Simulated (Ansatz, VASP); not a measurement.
## One calculation of C, two programs

```xyz
4
Lattice="2.4600 0.0000 0.0000 -1.2300 2.1304 0.0000 0.0000 0.0000 6.7000" Properties=species:S:1:pos:R:3 pbc="T T T"
C     0.0000    0.0000    1.6750
C     0.0000    1.4203    1.6750
C     0.0000    0.0000    5.0250
C     1.2300    0.7101    5.0250
```

Alike in both runs: task relaxation of cell and atoms; functional PBE; k mesh 24 × 24 × 8; occupations gaussian, width 0.05 eV; no spin polarisation.

|  | VASP | Ansatz |
| --- | --- | --- |
| version | VASP 6.6.1 | Ansatz 0.2.0 |
| potentials or method | VASP PAW PBE potentials, release 64 (C_h) | scalar-relativistic, plane waves, PAW |
| plane-wave cutoff (eV) | 910 | 420 |
| valence electrons in the cell | 16 | 16 |

|  | VASP | Ansatz | Ansatz less VASP |
| --- | --- | --- | --- |
| gap on the k mesh at the Fermi level, each at its own relaxed structure (eV) | none | none | - |
| relaxed volume (Å³/atom) | 9.65 | 11.24 | +1.590 |
| relaxed cell length with the largest relative difference (Å) | 7.332 | 8.531 | +1.1988 |

A gap of «none» marks a metal or a gap that the smearing closes. One of these differences is far larger than is usual between the two programs; its cause wasn't traced.

Noted on VASP's run: the cutoff is short for stress, so the pressure is rough.
